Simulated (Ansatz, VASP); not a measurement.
One calculation of AlSiN, two programs

```
Al Si N
1.0
     3.34245    0.00000    0.00000
     0.00000    3.36544    0.00000
     0.00000    0.00000    3.39121
Al Si N
1 1 1
Direct
  0.00000 0.00000 0.00000
  0.50000 0.50000 0.50000
  0.50000 0.50000 0.00000
```

Change from the starting cell: species swapped into the TbCoC type (Pmmm, No. 47).

Alike in both runs: task single point; functional PBE; k mesh 6 × 6 × 6; occupations gaussian, width 0.1 eV; no spin polarisation.

|  | VASP | Ansatz |
| --- | --- | --- |
| version | VASP 6.6.1 | Ansatz 0.2.0 |
| potentials or method | VASP PAW PBE potentials, release 64 (Al, Si, N), cutoff 600 eV | scalar-relativistic, plane waves, PAW |
| valence electrons in the cell | 12 | 12 |

```csv
,VASP,Ansatz,Ansatz less VASP
gap on the k mesh at the Fermi level (eV),none,none,-
pressure (GPa),4.9,5.0,+0.13
"traceless stress, the component that is largest in VASP (GPa)",24.23,24.24,+0.010
```

A gap of «none» marks a metal or a gap that the smearing closes. The functional is the same, so the differences come from potentials, cutoffs and numerics.
